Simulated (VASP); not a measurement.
Wanted: the native input for a VASP 6.6.1 run.

| Quantity | Value |
| --- | --- |
| Task | single point |
| Functional | PBE |
| Potentials or basis | VASP PAW PBE potentials, release 64 (Cs_sv, Ni, N) |
| Cutoff | 520 eV |
| k mesh | 6 × 6 × 8 |
| Occupations | fermi-dirac, width 0.05 eV |
| Spin | no spin polarisation |
| Dipole correction | no |
| Further INCAR settings | ALGO = Normal; EDIFF = 1e-06; NBANDS = 19 |

The structure of CsNiN lies in POSCAR:

```
CsNiN
1.0
    5.5369659567      0.0000000000      0.0000000000
   -2.7684829784      4.7951531784      0.0000000000
    0.0000000000      0.0000000000      3.4466570000
Cs Ni N
1 1 1
Direct
    0.6666666667      0.3333333333      0.5000000000
    0.3333333333      0.6666666667      0.0000000000
    0.3333333333      0.6666666667      0.5000000000
```

These files were run (other wordings do the same):

INCAR

```
PREC = Accurate ; ENCUT = 520
EDIFF = 1E-6 ; ISMEAR = -1
SIGMA = 0.05 ; LREAL = False
LASPH = True ; NELM = 100
ALGO = Normal ; ISIF = 2
LWAVE = False ; LCHARG = False
GGA = PE ; NBANDS = 19
```

KPOINTS

```
regular mesh
0
Gamma
  6 6 8
```

Potentials or basis: VASP PAW PBE potentials, release 64 (Cs_sv, Ni, N).

The run is started by

```console
$ cat potpaw_PBE.64/Cs_sv/POTCAR potpaw_PBE.64/Ni/POTCAR potpaw_PBE.64/N/POTCAR > POTCAR
$ mpirun -np 1 vasp_std > vasp.out
```

Results of the run:

| Item | Value |
| --- | --- |
| Pressure | 0.1 GPa |
| Band gap on the k mesh | zero (band 12 reaches 2.77 eV, above the bottom of band 13 at 0.31 eV) |

Caveat: spin-orbit coupling is left out, which moves the levels of the heavy elements; the run has no spin polarisation, though such a crystal can be magnetic.

Wall time 55 s on 1 thread of Intel(R) Xeon(R) Platinum 8488C (Sapphire Rapids), on a shared host, peak memory 0.25 GiB.
